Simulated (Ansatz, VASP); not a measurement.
## Two plane-wave programs on ZnAu

```xyz
2
Lattice="3.1259 0.0000 0.0000 0.0000 3.1259 0.0000 0.0000 0.0000 3.1259" Properties=species:S:1:pos:R:3 pbc="T T T"
Au    0.0000    0.0000    0.0000
Zn    1.5629    1.5629    1.5629
```

Alike in both runs: task single point; functional PBEsol; k mesh 8 × 8 × 8; occupations fermi-dirac, width 0.05 eV; no spin polarisation.

|  | VASP | Ansatz |
| --- | --- | --- |
| version | VASP 6.6.1 | Ansatz 0.2.0 |
| potentials or method | VASP PAW PBE potentials, release 64 (Au, Zn) | Ansatz PAW |
| plane-wave cutoff (eV) | 520 | 420 |
| valence electrons in the cell | 23 | 31 |

VASP gave:

- gap on the k mesh at the Fermi level (eV): none
- pressure (GPa): 0.8

**Question.** Which values does Ansatz return?

**Answer.** gap on the k mesh at the Fermi level (eV): none; pressure (GPa): 0.6.

VASP's potentials were made for PBE, not for PBEsol. A gap of «none» marks a metal or a gap that the smearing closes. VASP's potentials hold 23 valence electrons a cell and Ansatz's 31, so a difference there can come from the potentials and not from the codes.

Neither program's run includes spin-orbit coupling.
